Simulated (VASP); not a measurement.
Set up this calculation in VASP 6.6.1, as the native input.

* Task: single point
* Functional: PBEsol
* Potentials or basis: VASP PAW PBE potentials, release 64 (Ge_d)
* Cutoff: 520 eV
* k mesh: 3 × 3 × 2
* Occupations: gaussian, width 0.1 eV
* Spin: no spin polarisation
* Dipole correction: no
* Further INCAR settings: ALGO = Normal; EDIFF = 1e-06; NBANDS = 36

The structure of Ge lies in POSCAR:

```
Ge
1.0
    3.9975860000      0.0000000000      0.0000000000
   -1.9987930000      3.4620110000      0.0000000000
    0.0000000000      0.0000000000      6.5993780000
Ge
4
Direct
    0.6666666667      0.3333333333      0.0629010000
    0.3333333333      0.6666666667      0.5629010000
    0.6666666667      0.3333333333      0.4370990000
    0.3333333333      0.6666666667      0.9370990000
```

One way to write it, as run:

INCAR

```
SYSTEM = Ge
PREC = Accurate ; ENCUT = 520
EDIFF = 1E-6 ; ISMEAR = 0
SIGMA = 0.1 ; LREAL = .False.
LASPH = .True. ; NELM = 80
ALGO = Normal ; ISIF = 2
LWAVE = .False. ; LCHARG = .False.
GGA = PS ; NBANDS = 36
```

KPOINTS

```
Automatic mesh
0
Gamma
  3 3 2
  0 0 0
```

Potentials or basis: VASP PAW PBE potentials, release 64 (Ge_d).

Launch:

```bash
$ cat potpaw_PBE.64/Ge_d/POTCAR > POTCAR
$ mpirun -np 1 vasp_std > vasp.out
```

Results of the run:

```yaml
Pressure: 2.0 GPa
Largest_force: 0.117 eV/Å
Band_gap_on_the_k_mesh: 0.14 eV, direct
```

Caveat: the k points lie up to 0.60 Å⁻¹ apart; the PAW data sets were made with another functional, which shifts forces and pressure a little.

Run time: 35 s on 1 thread of AMD EPYC 7R13 (shared host), peak memory 0.16 GiB.
